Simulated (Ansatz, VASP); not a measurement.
# ZnS: VASP and Ansatz over several settings

```xyz
12
Lattice="3.7342 0.0000 0.0000 -1.8671 3.2339 0.0000 0.0000 0.0000 18.3085" Properties=species:S:1:pos:R:3 pbc="T T T"
Zn    0.0000    2.1559   15.2570
Zn    1.8671    1.0780    6.1028
Zn    1.8671    1.0780   12.2057
Zn    0.0000    2.1559    3.0515
Zn    0.0000    0.0000    9.1542
Zn    0.0000    0.0000    0.0000
S     0.0000    2.1559   17.5455
S     1.8671    1.0780    8.3913
S     1.8671    1.0780   14.4943
S     0.0000    2.1559    5.3400
S     0.0000    0.0000   11.4428
S     0.0000    0.0000    2.2886
```

Single points on this cell with VASP 6.6.1 and Ansatz 0.2.0. Each row is one pair of runs. Alike in all rows: spin: off; k mesh: 8 × 8 × 2; smearing: fermi-dirac, width 0.05 eV; VASP's potentials, cutoff: VASP PAW PBE potentials, release 64 (Zn, S), 520 eV; Ansatz's potentials, cutoff: Ansatz PAW, 420 eV.

```csv
level,"gap on the k mesh at the Fermi level (eV), VASP","gap on the k mesh at the Fermi level (eV), Ansatz","least direct gap on the mesh (eV), VASP","least direct gap on the mesh (eV), Ansatz","pressure (GPa), VASP","pressure (GPa), Ansatz"
RPBE+D3(BJ),2.61,2.61,2.61,2.61,-1.1,-1.3
PBE exchange alone,2.51,?,2.51,?,19.6,?
PBE,2.45,2.44,2.45,2.44,7.9,7.7
```

Q: Fill in what Ansatz gave in row 2.

A: gap on the k mesh at the Fermi level (eV): 2.50; least direct gap on the mesh (eV): 2.50; pressure (GPa): 19.5.
